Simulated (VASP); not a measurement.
# Pd (Fd-3m) in VASP: further runs, part 2 of 2

VASP 6.6.1. Earlier steps stand in the parts before.

## Step 5: Single point, BLYP

This run uses another cell than the first one, of 26.12 Å³/atom, 0.926 times its volume.

INCAR reads:

```
PREC = Accurate
ENCUT = 520
EDIFF = 1E-6
ISMEAR = -1
SIGMA = 0.1
LREAL = F
LASPH = T
NELM = 80
ALGO = Normal
ISIF = 2
LWAVE = F
LCHARG = F
GGA = B5
ALDAX = 1.0
AGGAX = 1.0
AGGAC = 1.0
ALDAC = 0.0
NBANDS = 17
```

KPOINTS reads:

```
regular mesh
0
Gamma
  15 15 15
```

POSCAR reads:

```
Pd
1.0
    0.0000000000      2.9669347856      2.9669347856
    2.9669347856      0.0000000000      2.9669347856
    2.9669347856      2.9669347856      0.0000000000
Pd
2
Direct
    0.1250000000      0.1250000000      0.1250000000
    0.8750000000      0.8750000000      0.8750000000
```

Potentials or basis: VASP PAW PBE potentials, release 64 (Pd).

Launch:

```sh
> cat potpaw_PBE.64/Pd/POTCAR > POTCAR
> mpirun -np 1 vasp_std > vasp.out
```

OUTCAR:

```text
PREC = Accurate
   ENCUT = 520
   EDIFF = 1E-6
   ISMEAR = -1
   LREAL = F
   LASPH = T
   NELM = 80
   ISIF = 2
   GGA = B5

 ion  position               nearest neighbor table
   1  0.125  0.125  0.125-   2 2.57   2 2.57   2 2.57   2 2.57
   2  0.875  0.875  0.875-   1 2.57   1 2.57   1 2.57   1 2.57

  LATTYP: Found a face centered cubic cell.
 ALAT       =     5.9338695712

  Lattice vectors:

 A1 = (   0.0000000000,   2.9669347856,   2.9669347856)
 A2 = (   2.9669347856,   0.0000000000,   2.9669347856)
 A3 = (   2.9669347856,   2.9669347856,   0.0000000000)

Analysis of symmetry for initial positions (statically):
[... 6 lines left out ...]

 Subroutine GETGRP returns: Found 48 space group operations
 (whereof 12 operations were pure point group operations)
 out of a pool of 48 trial point group operations.

The static configuration has the point symmetry D_3d.
 The point group associated with its full space group is O_h .

Analysis of symmetry for dynamics (positions and initial velocities):
[... 6 lines left out ...]

 Subroutine GETGRP returns: Found 48 space group operations
 (whereof 12 operations were pure point group operations)
 out of a pool of 48 trial point group operations.

The dynamic configuration has the point symmetry D_3d.
 The point group associated with its full space group is O_h .

 Subroutine INISYM returns: Found 48 space group operations
 (whereof 12 operations are pure point group operations),
 and found     1 'primitive' translations

----------------------------------------------------------------------------------------

                                     Primitive cell

  volume of cell :      52.2341

  direct lattice vectors                    reciprocal lattice vectors
     0.000000000  2.966934786  2.966934786    -0.168524095  0.168524095  0.168524095
     2.966934786  0.000000000  2.966934786     0.168524095 -0.168524095  0.168524095
     2.966934786  2.966934786  0.000000000     0.168524095  0.168524095 -0.168524095

  length of vectors
     4.195879412  4.195879412  4.195879412     0.291892295  0.291892295  0.291892295

  position of ions in fractional coordinates (direct lattice)
     0.125000000  0.125000000  0.125000000
     0.875000000  0.875000000  0.875000000

  ion indices of the primitive-cell ions
   primitive index   ion index
                 1           1
                 2           2

----------------------------------------------------------------------------------------

 KPOINTS: regular mesh

Automatic generation of k-mesh.
 Grid dimensions read from file:
 generate k-points for:   15   15   15

 Generating k-lattice:

  Cartesian coordinates                     Fractional coordinates (reciprocal lattice)
    -0.011234940  0.011234940  0.011234940     0.066666667  0.000000000  0.000000000
     0.011234940 -0.011234940  0.011234940     0.000000000  0.066666667  0.000000000
     0.011234940  0.011234940 -0.011234940     0.000000000  0.000000000  0.066666667

  Length of vectors
     0.019459486  0.019459486  0.019459486

  Shift w.r.t. Gamma in fractional coordinates (k-lattice)
     0.000000000  0.000000000  0.000000000

 Subroutine IBZKPT returns following result:
 ===========================================

 Found    120 irreducible k-points:

 Following reciprocal coordinates:
            Coordinates               Weight
  0.000000  0.000000  0.000000      1.000000
  0.066667  0.000000  0.000000      8.000000
  0.133333  0.000000  0.000000      8.000000
  0.200000  0.000000  0.000000      8.000000
  0.266667  0.000000  0.000000      8.000000
  0.333333  0.000000  0.000000      8.000000
[... 16 lines left out ...]
  0.133333  0.133333  0.000000      6.000000
  0.200000  0.133333  0.000000     24.000000
 [... further k-points ...]
   k-points           NKPTS =    120   k-points in BZ     NKDIM =    120   number of bands    NBANDS=     17
   number of dos      NEDOS =    301   number of ions     NIONS =      2
   total plane-waves  NPLWV =  32768
   dimension x,y,z NGX =    32 NGY =   32 NGZ =   32
   dimension x,y,z NGXF=    64 NGYF=   64 NGZF=   64
   ions per type =               2
   NGX,Y,Z   is equivalent  to a cutoff of  12.68, 12.68, 12.68 a.u.
   NGXF,Y,Z  is equivalent  to a cutoff of  25.36, 25.36, 25.36 a.u.
 SYSTEM =  unknown system
   PREC   = accura    normal or accurate (medium, high low for compatibility)
   ISTART =      0    job   : 0-new  1-cont  2-samecut
   ICHARG =      2    charge: 1-file 2-atom 10-const
   ISPIN  =      1    spin polarized calculation?
   LNONCOLLINEAR =      F non collinear calculations
   LSORBIT =      F    spin-orbit coupling
   LASPH  =      T    aspherical Exc in radial PAW
   ENCUT  =  520.0 eV  38.22 Ry    6.18 a.u.   7.80  7.80  7.80*2*pi/ulx,y,z
   NELM   =     80;   NELMIN=  2; NELMDL= -5     # of ELM steps
   EDIFF  = 0.1E-05   stopping-criterion for ELM
   LREAL  =      F    real-space projection
   EDIFFG = 0.1E-04   stopping-criterion for IOM
   NSW    =      0    number of steps for IOM
   IBRION =     -1    ionic relax: 0-MD 1-quasi-New 2-CG
   NFREE  =      0    steps in history (QN), initial steepest desc. (CG)
   ISIF   =      2    stress and relaxation
   ISYM   =      2    0-nonsym 1-usesym 2-fastsym
   POTIM  = 0.5000    time-step for ionic-motion
   TEBEG  =    0.0;   TEEND  =   0.0 temperature during run
   PSTRESS=    0.0 pullay stress
   NELECT =      20.0000    total number of electrons
   NUPDOWN=      -1.0000    fix difference up-down
   EMIN   =  10.00;   EMAX   =-10.00  energy-range for DOS
   EFERMI =   0.00;   METHOD = LEGACY
   ISMEAR =    -1;   SIGMA  =   0.10  broadening in eV -4-tet -1-fermi 0-gaus
   EFERMI_NEDOS =   21; number of points for ismear=-14 and -15
   IALGO  =     38    algorithm
   IMIX   =      4    mixing-type and parameters
     AMIX     =   0.40;   BMIX     =  1.00
     AMIX_MAG =   1.60;   BMIX_MAG =  1.00
  volume/ion in A,a.u.               =      26.12       176.25
  Fermi-wavevector in a.u.,A,eV,Ry     =   1.188776  2.246462 19.227607  1.413189
  Thomas-Fermi vector in A             =   2.324898
   LORBIT       =      0    0 simple, 1 ext, 2 COOP (PROOUT), +10 PAW based schemes
   GGA     = B5    functional components
   LHFCALC =     F    Hartree Fock is set to
   AEXX    =    0.0000 exact exchange contribution
   IVDW    =     0    specifies the selected vdW correction
   LEPSILON=     F    determine dielectric tensor
   LRPA    =     F    only Hartree local field effects (RPA)
 non-spin polarized calculation
  energy-cutoff  :      520.00
  volume of cell :       52.23
 maximum number of plane-waves:      1422
   NGX = 15   NGY = 15   NGZ = 15

 number of electron      20.0000000 magnetization

 Free energy of the ion-electron system (eV)
  ---------------------------------------------------
  ext. energy  EPLUGINS =         0.00000000
  ---------------------------------------------------
  free energy    TOTEN  =        -7.30391560 eV

  energy without entropy =       -7.12600761  energy(sigma->0) =       -7.21496161

 E-fermi :   3.7216     XC(G=0):  -9.0417

 val. band max:        3.7209229696   @ k =  -0.3333   0.4667   0.2000
 cond. band min:       3.7248511431   @ k =  -0.2667   0.4000   0.1333
 fundamental gap:      0.0039281735
 Fermi energy:         3.7215959676

 k-point     1 :       0.0000    0.0000    0.0000
  band No.  band energies     occupation
      1      -0.3835      2.00000
      2       0.7164      2.00000
      3       0.7164      2.00000
      4       0.8240      2.00000
      5       0.8240      2.00000
      6       0.8240      2.00000
[... 9 lines left out ...]
     16      15.2586      0.00000
     17      15.2586      0.00000

 k-point     2 :       0.0667    0.0000    0.0000
  band No.  band energies     occupation
      1      -0.3241      2.00000
      2       0.6627      2.00000
      3       0.6627      2.00000
      4       0.8248      2.00000
      5       0.8933      2.00000
      6       0.8933      2.00000
[... 9 lines left out ...]
     16      15.7519      0.00000
     17      15.7519      0.00000

 k-point     3 :       0.1333    0.0000    0.0000
  band No.  band energies     occupation
      1      -0.1526      2.00000
      2       0.6011      2.00000
      3       0.6011      2.00000
      4       0.8295      2.00000
      5       0.9951      2.00000
      6       0.9951      2.00000
[... 392 lines left out ...]
 k-point    23 :       0.1333    0.1333    0.0000
  band No.  band energies     occupation
      1      -0.0692      2.00000
      2       0.4596      2.00000
      3       0.8162      2.00000
      4       0.8162      2.00000
      5       0.8313      2.00000
      6       1.1537      2.00000
[... 9 lines left out ...]
     16      15.1388      0.00000
     17      17.7996      0.00000

 k-point    24 :       0.2000    0.1333    0.0000
  band No.  band energies     occupation
      1       0.1321      2.00000
      2       0.4091      2.00000
      3       0.7736      2.00000
      4       0.8151      2.00000
      5       0.9305      2.00000
      6       1.2527      2.00000
[... 9 lines left out ...]
     16      14.7586      0.00000
     17      17.6600      0.00000

 [... further k-points ...]
[... 5 lines left out ...]
  --------------------------------------------------------------------------------------
  -------------------------------------------------------------------------------------
  Total        0.0244553      0.0244553      0.0244553      0.0000000     -0.0000000      0.0000000
  in kB        0.7501168      0.7501168      0.7501168      0.0000000     -0.0000000      0.0000000
  external PRESSURE =       0.7501168 kB  Pullay stress =       0.0000000 kB

 VOLUME and BASIS-vectors are now :
 -----------------------------------------------------------------------------
  energy-cutoff  :      520.00
  volume of cell :       52.23
      direct lattice vectors                 reciprocal lattice vectors
     0.000000000  2.966934786  2.966934786    -0.168524095  0.168524095  0.168524095
     2.966934786  0.000000000  2.966934786     0.168524095 -0.168524095  0.168524095
     2.966934786  2.966934786  0.000000000     0.168524095  0.168524095 -0.168524095

 POSITION                                       TOTAL-FORCE (eV/Angst)
 -----------------------------------------------------------------------------------
      0.74173      0.74173      0.74173        -0.000000     -0.000000     -0.000000
      5.19214      5.19214      5.19214         0.000000      0.000000      0.000000
 -----------------------------------------------------------------------------------
    total drift:                                0.000000      0.000000     -0.000000

  FREE ENERGIE OF THE ION-ELECTRON SYSTEM (eV)
  ---------------------------------------------------
  free  energy   TOTEN  =        -7.3039156044 eV

  energy  without entropy=       -7.1260076086  energy(sigma->0) =       -7.21496161
```

OSZICAR:

```text
N       E                     dE             d eps       ncg     rms          rms(c)
DAV:   1     0.983266663377E+02    0.98327E+02   -0.95477E+03  4080   0.106E+03
DAV:   2    -0.565522304788E+01   -0.10398E+03   -0.96212E+02  4311   0.219E+02
DAV:   3    -0.745057794250E+01   -0.17954E+01   -0.17781E+01  4862   0.317E+01
DAV:   4    -0.746722048033E+01   -0.16643E-01   -0.16640E-01  5051   0.282E+00
DAV:   5    -0.746757454644E+01   -0.35407E-03   -0.35406E-03  5119   0.434E-01    0.546E+00
DAV:   6    -0.732420864973E+01    0.14337E+00   -0.67321E-01  4614   0.688E+00    0.302E+00
DAV:   7    -0.730848770377E+01    0.15721E-01   -0.35399E-02  4513   0.152E+00    0.177E+00
DAV:   8    -0.730377964350E+01    0.47081E-02   -0.59987E-03  4793   0.609E-01    0.629E-02
DAV:   9    -0.730387995783E+01   -0.10031E-03   -0.18504E-04  5329   0.917E-02    0.374E-02
DAV:  10    -0.730391554924E+01   -0.35591E-04   -0.38926E-05  4348   0.422E-02    0.714E-03
DAV:  11    -0.730391560435E+01   -0.55111E-07   -0.27299E-07  4319   0.381E-03
   1 F= -.73039156E+01 E0= -.72149616E+01  d E =-.177908E+00
```

It took 48 s on 1 thread of AMD EPYC 9R45 (Zen 5), shared host; peak memory 0.2 GiB.

Results:

* Free energy: -7.3039 eV
* Pressure: 0.1 GPa
* Band gap on the k mesh: zero (band 10 reaches 3.76 eV, above the bottom of band 11 at 3.43 eV)

Caveat: the PAW data sets were made with another functional, which shifts forces and pressure a little.

## Step 6: Summary

| task | cell | k mesh | cutoff (eV) | gap on the mesh (eV) | pressure (GPa) |
| --- | --- | --- | --- | --- | --- |
| single point | a = 4.305 Å, angles 60.0°, 2 atoms | 10 × 10 × 10 | 520 | none | -3.4 |
| single point | a = 4.357 Å, angles 60.0°, 2 atoms | 10 × 10 × 10 | 520 | none | -4.5 |
| relaxation of cell and atoms | relaxed from a = 3.830 Å, angles 60.0°, 2 atoms | 10 × 10 × 10 | 600 | none | 0.0 |
| single point | a = 4.196 Å, angles 60.0°, 2 atoms | 15 × 15 × 15 | 520 | none | 0.1 |

Alike in all rows: level BLYP; potentials or basis VASP PAW PBE potentials, release 64 (Pd); no spin polarisation; smearing fermi-dirac 0.1 eV.

Caveats: the PAW data sets were made with another functional, which shifts forces and pressure a little; the volume moved by over 15 % at a fixed basis, so the end points are rough (some runs).

Absolute energies hang on the potentials; compare differences alone.
